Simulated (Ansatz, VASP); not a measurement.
# One calculation of SnSe, two programs

The input INCAR:

```
PREC = Accurate
ENCUT = 520
EDIFF = 1E-6
ISMEAR = 0
SIGMA = 0.03
LREAL = F
LASPH = T
NELM = 80
ALGO = Normal
ISIF = 2
LWAVE = F
LCHARG = T
GGA = PE
IVDW = 12
LELF = T
LVHAR = T
NBANDS = 28
```

The input KPOINTS:

```
Automatic mesh
0
Gamma
  8 8 6
```

POSCAR

```
SnSe
1.0
    4.0813000000      0.0000000000      0.0000000000
    0.0000000000      4.0813000000      0.0000000000
    0.0000000000      0.0000000000      5.6845000000
Sn Se
2 2
Direct
    0.5000000000      0.0000000000      0.2500887432
    0.0000000000      0.5000000000      0.7499112568
    0.5000000000      0.0000000000      0.7499352227
    0.0000000000      0.5000000000      0.2500647773
```

Input for Ansatz:

```yaml
crystal:
  lattice:
    - [4.0813, 0.0, 0.0]
    - [0.0, 4.0813, 0.0]
    - [0.0, 0.0, 5.6845]
  atoms:
    - { symbol: Sn, position: [0.5, 0.0, 0.2500887432] }
    - { symbol: Sn, position: [0.0, 0.5, 0.7499112568] }
    - { symbol: Se, position: [0.5, 0.0, 0.7499352227] }
    - { symbol: Se, position: [0.0, 0.5, 0.2500647773] }
basis:
  ecutwfc: 420
kpoints:
  mp_grid: { grid: [8, 8, 6] }
hamiltonian:
  xc: pbe
  dispersion: d3bj
scf:
  occupations: { method: gaussian, width: 0.03 }
output:
  forces: true
  stress: true
  eigenvalues: true
```

Alike in both runs: task single point; functional PBE; dispersion D3(BJ); k mesh 8 × 8 × 6; occupations gaussian, width 0.03 eV; no spin polarisation.

|  | VASP | Ansatz |
| --- | --- | --- |
| version | VASP 6.6.1 | Ansatz 0.2.0 |
| potentials or method | VASP PAW PBE potentials, release 64 (Sn_d, Se), cutoff 520 eV | scalar-relativistic, plane waves, PAW |
| valence electrons in the cell | 40 | 60 |

|  | VASP | Ansatz | Ansatz less VASP |
| --- | --- | --- | --- |
| gap on the k mesh at the Fermi level (eV) | 0.25 | 0.25 | +0.002 |
| least direct gap on the mesh (eV) | 0.33 | 0.33 | -0.002 |
| pressure (GPa) | 8.3 | 8.3 | +0.01 |
| traceless stress, the component that is largest in VASP (GPa) | 2.26 | 2.26 | -0.003 |

VASP's potentials hold 40 valence electrons a cell and Ansatz's 60, so a difference there can come from the potentials and not from the codes.
